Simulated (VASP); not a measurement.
# Cu (I4_1/amd) in VASP: further runs

Cu is run at these levels: PBE; tasks: single point, relaxation of cell and atoms.

Everything below comes from runs of VASP 6.6.1. Logs are shortened: lines on timing, memory, paths and dates and some standing lists are left out, and cuts for length are marked.

## 1. The cell of the first run

Symmetry: I4_1/amd, No. 141, tetragonal system. The conventional cell has a = 4.657 Å, b = 4.657 Å, c = 2.431 Å, α = 90.00°, β = 90.00°, γ = 90.00°. Within 3.2 Å of Cu (site symmetry -4m2) lie 10 Cu at 2.41 to 2.96 Å.

## 2. Single point, PBE

Input file INCAR:

```
PREC = Accurate ; ENCUT = 520
EDIFF = 1E-6 ; ISMEAR = 0
SIGMA = 0.1 ; LREAL = F
LASPH = T ; NELM = 100
ALGO = Fast ; ISIF = 2
LWAVE = F ; LCHARG = T
GGA = PE ; LELF = T
LVHAR = T ; NBANDS = 18
```

Input file KPOINTS:

```
regular mesh
0
Gamma
  8 8 8
```

Input file POSCAR:

```
Cu
1.0
   -2.3282915266      2.3282915266      1.2155020655
    2.3282915266     -2.3282915266      1.2155020655
    2.3282915266      2.3282915266     -1.2155020655
Cu
2
Direct
    0.0000000000      0.0000000000      0.0000000000
    0.7500000000      0.2500000000      0.5000000000
```

Potentials or basis: VASP PAW PBE potentials, release 64 (Cu).

Command:

```sh
cat potpaw_PBE.64/Cu/POTCAR > POTCAR
mpirun -np 1 vasp_std > vasp.out
```

OUTCAR:

```text
PREC = Accurate
   ENCUT = 520
   EDIFF = 1E-6
   ISMEAR = 0
   LREAL = F
   LASPH = T
   NELM = 100
   ISIF = 2
   GGA = PE

 ion  position               nearest neighbor table
   1  0.000  0.000  0.000-   2 2.41   2 2.41   2 2.41   2 2.41
   2  0.750  0.250  0.500-   1 2.41   1 2.41   1 2.41   1 2.41

  LATTYP: Found a body centered tetragonal cell.
 ALAT       =     4.6565830532
 C/A-ratio  =     0.5220575051

  Lattice vectors:

 A1 = (  -2.3282915266,   2.3282915266,   1.2155020655)
 A2 = (   2.3282915266,  -2.3282915266,   1.2155020655)
 A3 = (   2.3282915266,   2.3282915266,  -1.2155020655)

Analysis of symmetry for initial positions (statically):
=====================================================================
 Subroutine PRICEL returns:
 Original cell was already a primitive cell.

 Routine SETGRP: Setting up the symmetry group for a
 body centered tetragonal supercell.

 Subroutine GETGRP returns: Found 16 space group operations
 (whereof  8 operations were pure point group operations)
 out of a pool of 16 trial point group operations.

The static configuration has the point symmetry D_2d.
 The point group associated with its full space group is D_4h.

Analysis of symmetry for dynamics (positions and initial velocities):
=====================================================================
 Subroutine PRICEL returns:
 Original cell was already a primitive cell.

 Routine SETGRP: Setting up the symmetry group for a
 body centered tetragonal supercell.

 Subroutine GETGRP returns: Found 16 space group operations
 (whereof  8 operations were pure point group operations)
 out of a pool of 16 trial point group operations.

The dynamic configuration has the point symmetry D_2d.
 The point group associated with its full space group is D_4h.

 Subroutine INISYM returns: Found 16 space group operations
 (whereof  8 operations are pure point group operations),
 and found     1 'primitive' translations

----------------------------------------------------------------------------------------

                                     Primitive cell

  volume of cell :      26.3567

  direct lattice vectors                    reciprocal lattice vectors
    -2.328291527  2.328291527  1.215502065     0.000000000  0.214749740  0.411352654
     2.328291527 -2.328291527  1.215502065     0.214749740  0.000000000  0.411352654
     2.328291527  2.328291527 -1.215502065     0.214749740  0.214749740  0.000000000

  length of vectors
     3.509890046  3.509890046  3.509890046     0.464034973  0.464034973  0.303701995

  position of ions in fractional coordinates (direct lattice)
     0.000000000  0.000000000  0.000000000
     0.750000000  0.250000000  0.500000000

  ion indices of the primitive-cell ions
   primitive index   ion index
                 1           1
                 2           2

----------------------------------------------------------------------------------------

 KPOINTS: regular mesh

Automatic generation of k-mesh.
 Grid dimensions read from file:
 generate k-points for:    8    8    8

 Generating k-lattice:

  Cartesian coordinates                     Fractional coordinates (reciprocal lattice)
     0.000000000  0.026843718  0.051419082     0.125000000  0.000000000  0.000000000
     0.026843718  0.000000000  0.051419082     0.000000000  0.125000000  0.000000000
     0.026843718  0.026843718  0.000000000     0.000000000  0.000000000  0.125000000

  Length of vectors
     0.058004372  0.058004372  0.037962749

  Shift w.r.t. Gamma in fractional coordinates (k-lattice)
     0.000000000  0.000000000  0.000000000

 Subroutine IBZKPT returns following result:
 ===========================================

 Found     59 irreducible k-points:

 Following reciprocal coordinates:
            Coordinates               Weight
  0.000000  0.000000  0.000000      1.000000
  0.125000  0.000000  0.000000      8.000000
  0.250000  0.000000  0.000000      8.000000
  0.375000 -0.000000  0.000000      8.000000
  0.500000  0.000000  0.000000      4.000000
  0.125000  0.125000  0.000000      8.000000
[... 16 lines left out ...]
  0.250000  0.125000  0.125000     16.000000
  0.375000  0.125000  0.125000      8.000000
 [... further k-points ...]
   k-points           NKPTS =     59   k-points in BZ     NKDIM =     59   number of bands    NBANDS=     18
   number of dos      NEDOS =    301   number of ions     NIONS =      2
   total plane-waves  NPLWV =  21952
   dimension x,y,z NGX =    28 NGY =   28 NGZ =   28
   dimension x,y,z NGXF=    56 NGYF=   56 NGZF=   56
   ions per type =               2
   NGX,Y,Z   is equivalent  to a cutoff of  13.26, 13.26, 13.26 a.u.
   NGXF,Y,Z  is equivalent  to a cutoff of  26.52, 26.52, 26.52 a.u.
 SYSTEM =  unknown system
   PREC   = accura    normal or accurate (medium, high low for compatibility)
   ISTART =      0    job   : 0-new  1-cont  2-samecut
   ICHARG =      2    charge: 1-file 2-atom 10-const
   ISPIN  =      1    spin polarized calculation?
   LNONCOLLINEAR =      F non collinear calculations
   LSORBIT =      F    spin-orbit coupling
   LASPH  =      T    aspherical Exc in radial PAW
   ENCUT  =  520.0 eV  38.22 Ry    6.18 a.u.   6.53  6.53  6.53*2*pi/ulx,y,z
   NELM   =    100;   NELMIN=  2; NELMDL= -5     # of ELM steps
   EDIFF  = 0.1E-05   stopping-criterion for ELM
   LREAL  =      F    real-space projection
   EDIFFG = 0.1E-04   stopping-criterion for IOM
   NSW    =      0    number of steps for IOM
   IBRION =     -1    ionic relax: 0-MD 1-quasi-New 2-CG
   NFREE  =      0    steps in history (QN), initial steepest desc. (CG)
   ISIF   =      2    stress and relaxation
   ISYM   =      2    0-nonsym 1-usesym 2-fastsym
   POTIM  = 0.5000    time-step for ionic-motion
   TEBEG  =    0.0;   TEEND  =   0.0 temperature during run
   PSTRESS=    0.0 pullay stress
   NELECT =      22.0000    total number of electrons
   NUPDOWN=      -1.0000    fix difference up-down
   EMIN   =  10.00;   EMAX   =-10.00  energy-range for DOS
   EFERMI =   0.00;   METHOD = LEGACY
   ISMEAR =     0;   SIGMA  =   0.10  broadening in eV -4-tet -1-fermi 0-gaus
   EFERMI_NEDOS =   21; number of points for ismear=-14 and -15
   IALGO  =     68    algorithm
   IMIX   =      4    mixing-type and parameters
     AMIX     =   0.40;   BMIX     =  1.00
     AMIX_MAG =   1.60;   BMIX_MAG =  1.00
  volume/ion in A,a.u.               =      13.18        88.93
  Fermi-wavevector in a.u.,A,eV,Ry     =   1.541413  2.912848 32.326803  2.375953
  Thomas-Fermi vector in A             =   2.647362
   LORBIT       =      0    0 simple, 1 ext, 2 COOP (PROOUT), +10 PAW based schemes
   GGA     = PE    functional components
   LHFCALC =     F    Hartree Fock is set to
   AEXX    =    0.0000 exact exchange contribution
   IVDW    =     0    specifies the selected vdW correction
   LEPSILON=     F    determine dielectric tensor
   LRPA    =     F    only Hartree local field effects (RPA)
 non-spin polarized calculation
 RMM-DIIS sequential band-by-band and
 Gauss-broadening in eV      SIGMA  =   0.10
  energy-cutoff  :      520.00
  volume of cell :       26.36
 maximum number of plane-waves:       728
 NGX is ok and might be reduce to    28
   NGX = 13   NGY = 13   NGZ = 13

 number of electron      22.0000004 magnetization

 Free energy of the ion-electron system (eV)
  ---------------------------------------------------
  ext. energy  EPLUGINS =         0.00000000
  ---------------------------------------------------
  free energy    TOTEN  =        -6.81944584 eV

  energy without entropy =       -6.81660728  energy(sigma->0) =       -6.81802656

 E-fermi :   6.2644     XC(G=0): -12.0494

 val. band max:        6.1742496871   @ k =  -0.3750  -0.3750   0.1250
 cond. band min:       6.2904188727   @ k =  -0.3750   0.5000   0.3750
 fundamental gap:      0.1161691856
 Fermi energy:         6.2644497788

 k-point     1 :       0.0000    0.0000    0.0000
  band No.  band energies     occupation
      1      -2.2155      2.00000
      2       1.9844      2.00000
      3       2.5069      2.00000
      4       2.5520      2.00000
      5       2.8755      2.00000
      6       4.3473      2.00000
[... 10 lines left out ...]
     17      25.0573      0.00000
     18      28.4676      0.00000

 k-point     2 :       0.1250    0.0000    0.0000
  band No.  band energies     occupation
      1      -1.6855      2.00000
      2       2.1398      2.00000
      3       2.5264      2.00000
      4       2.8747      2.00000
      5       3.0373      2.00000
      6       3.9551      2.00000
[... 10 lines left out ...]
     17      24.3962      0.00000
     18      25.5573      0.00000

 k-point     3 :       0.2500    0.0000    0.0000
  band No.  band energies     occupation
      1      -0.2003      2.00000
      2       2.4637      2.00000
      3       2.6758      2.00000
      4       3.1126      2.00000
      5       3.4083      2.00000
      6       3.5046      2.00000
[... 10 lines left out ...]
     17      21.4559      0.00000
     18      21.5569      0.00000

 k-point     4 :       0.3750   -0.0000    0.0000
  band No.  band energies     occupation
      1       1.5439      2.00000
      2       2.4064      2.00000
      3       2.6771      2.00000
      4       3.0555      2.00000
      5       3.4605      2.00000
      6       3.6914      2.00000
[... 375 lines left out ...]
      4       3.0302      2.00000
      5       3.2628      2.00000
      6       3.7698      2.00000
[... 10 lines left out ...]
     17      22.2956      0.00000
     18      22.6720      0.00000

 k-point    23 :       0.2500    0.1250    0.1250
  band No.  band energies     occupation
      1       1.7307      2.00000
      2       2.3033      2.00000
      3       2.7498      2.00000
      4       3.0667      2.00000
      5       3.2988      2.00000
      6       3.7463      2.00000
[... 10 lines left out ...]
     17      20.9632      0.00000
     18      21.9592      0.00000

 k-point    24 :       0.3750    0.1250    0.1250
  band No.  band energies     occupation
      1       2.1075      2.00000
      2       2.2335      2.00000
      3       2.6345      2.00000
      4       3.0912      2.00000
      5       3.2821      2.00000
      6       3.9268      2.00000
[... 10 lines left out ...]
     17      20.9854      0.00000
     18      23.7425      0.00000

 [... further k-points ...]

------------------------ aborting loop because EDIFF is reached ----------------------------------------

  FORCE on cell =-STRESS in cart. coord.  units (eV):
  Direction    XX          YY          ZZ          XY          YZ          ZX
  --------------------------------------------------------------------------------------
  -------------------------------------------------------------------------------------
  Total        0.1103198      0.1103198      0.0895543      0.0000000      0.0000000      0.0000000
  in kB        6.7061569      6.7061569      5.4438578      0.0000000      0.0000000      0.0000000
  external PRESSURE =       6.2853905 kB  Pullay stress =       0.0000000 kB

 VOLUME and BASIS-vectors are now :
 -----------------------------------------------------------------------------
  energy-cutoff  :      520.00
  volume of cell :       26.36
      direct lattice vectors                 reciprocal lattice vectors
    -2.328291527  2.328291527  1.215502065     0.000000000  0.214749740  0.411352654
     2.328291527 -2.328291527  1.215502065     0.214749740  0.000000000  0.411352654
     2.328291527  2.328291527 -1.215502065     0.214749740  0.214749740  0.000000000

 POSITION                                       TOTAL-FORCE (eV/Angst)
 -----------------------------------------------------------------------------------
      0.00000      0.00000      0.00000         0.000000     -0.000000      0.000000
      0.00000      2.32829      0.60775        -0.000000      0.000000     -0.000000
 -----------------------------------------------------------------------------------
    total drift:                               -0.000000      0.000000      0.000000

  FREE ENERGIE OF THE ION-ELECTRON SYSTEM (eV)
  ---------------------------------------------------
  free  energy   TOTEN  =        -6.8194458440 eV

  energy  without entropy=       -6.8166072820  energy(sigma->0) =       -6.81802656
```

It took 28 s on 1 thread of AMD EPYC 9R45 (Zen 5), shared host; peak memory 0.13 GiB.

Results:

```
Free energy            : -6.8194 eV
Pressure               : 0.6 GPa
Band gap on the k mesh : zero (band 11 reaches 8.53 eV, above the bottom of band 12 at 4.70 eV)
```

Stress tensor (GPa, compression positive):
```
0.67 0.00 0.00
0.00 0.67 0.00
0.00 0.00 0.54
```

Levels at points of the mesh, in eV from the Fermi level:
```tsv
k point	band 7	band 8	band 9	band 10	band 11	band 12	band 13	band 14	band 15	band 16
(0.00, 0.00, 0.00)	-1.92	-1.89	-1.89	-1.44	-1.05	4.66	4.66	9.62	10.39	18.79
(0.50, 0.00, 0.00)	-2.01	-1.87	-1.60	-1.48	0.40	2.89	6.19	6.98	9.84	10.63
(0.50, 0.50, 0.00)	-2.15	-2.15	-1.69	-1.69	-1.57	-1.57	9.79	9.79	12.11	12.11
(0.50, 0.50, 0.50)	-1.87	-1.87	-1.82	-1.82	-1.41	-1.41	2.16	2.16	18.55	18.55
```

Caveat: the k points lie up to 0.36 Å⁻¹ apart.

## 3. Relaxation of cell and atoms, PBE

This run uses another cell than the first one, of 11.75 Å³/atom, 0.892 times its volume.

Input file INCAR:

```
SYSTEM = Cu
PREC = Accurate
ENCUT = 600
EDIFF = 1E-7
ISMEAR = 0
SIGMA = 0.1
LREAL = .False.
LASPH = .True.
NELM = 60
ALGO = Normal
ISIF = 3
LWAVE = .False.
LCHARG = .False.
GGA = PE
IBRION = 2
NSW = 90
EDIFFG = -0.04
```

Input file KPOINTS:

```
Automatic mesh
0
Gamma
  8 8 8
  0 0 0
```

Input file POSCAR:

```
Cu
1.0
   -2.2083209824      2.2083209824      1.2046798603
    2.2083209824     -2.2083209824      1.2046798603
    2.2083209824      2.2083209824     -1.2046798603
Cu
2
Direct
    0.0000000000      0.0000000000      0.0000000000
    0.7500000000      0.2500000000      0.5000000000
```

Potentials or basis: VASP PAW PBE potentials, release 64 (Cu).

Command:

```sh
cat potpaw_PBE.64/Cu/POTCAR > POTCAR
mpirun -np 1 vasp_std > vasp.out
```

Wall time 69 s (1 thread of AMD EPYC 9R45 (Zen 5), shared host); peak memory 0.14 GiB.

Results (log left out):

```yaml
Free_energy: -6.8195 eV
Relaxed_volume: 13.26 Å³/atom
Relaxed_cell: a = 3.517 Å, b = 3.517 Å, c = 3.517 Å, α = 96.88°, β = 96.88°, γ = 139.50°
Space_group_after_relaxing_to_0.05_Å: I4_1/amd (No. 141)
Energy_gained_by_relaxing: 87.9 meV/atom
Ionic_steps: 5
Pressure_after_relaxing: -0.1 GPa
Band_gap_on_the_k_mesh: zero (band 11 reaches 8.46 eV, above the bottom of band 12 at 4.63 eV)
```

The path:
```
step  energy change (eV)  largest force (eV/Å)  pressure (GPa)  volume (Å³)
   1              0.0000                0.0000           18.04        23.50
   2             -0.1386                0.0000           -6.26        28.27
   3             -0.1730                0.0000           -0.49        26.58
   4             -0.1730                0.0000           -0.73        26.64
   5             -0.1757                0.0000           -0.12        26.52
```

Final structure:
```
Cu
1.0
    -2.33351    2.33351    1.21744
     2.33351   -2.33351    1.21744
     2.33351    2.33351   -1.21744
Cu
2
Direct
  0.00000 0.00000 0.00000
  0.75000 0.25000 0.50000
```

Levels at points of the mesh, in eV from the Fermi level:
```
           k point  band 8  band 9  band 10  band 11  band 12  band 13  band 14  band 15
(0.00, 0.00, 0.00)   -1.89   -1.89    -1.44    -1.05     4.64     4.64     9.54    10.35
(0.50, 0.00, 0.00)   -1.87   -1.59    -1.48     0.40     2.87     6.16     6.96     9.78
(0.50, 0.50, 0.00)   -2.14   -1.69    -1.69    -1.57    -1.57     9.74     9.74    12.05
(0.50, 0.50, 0.50)   -1.86   -1.82    -1.82    -1.39    -1.39     2.13     2.13    18.50
```

Caveat: the k points lie up to 0.36 Å⁻¹ apart in the final cell.
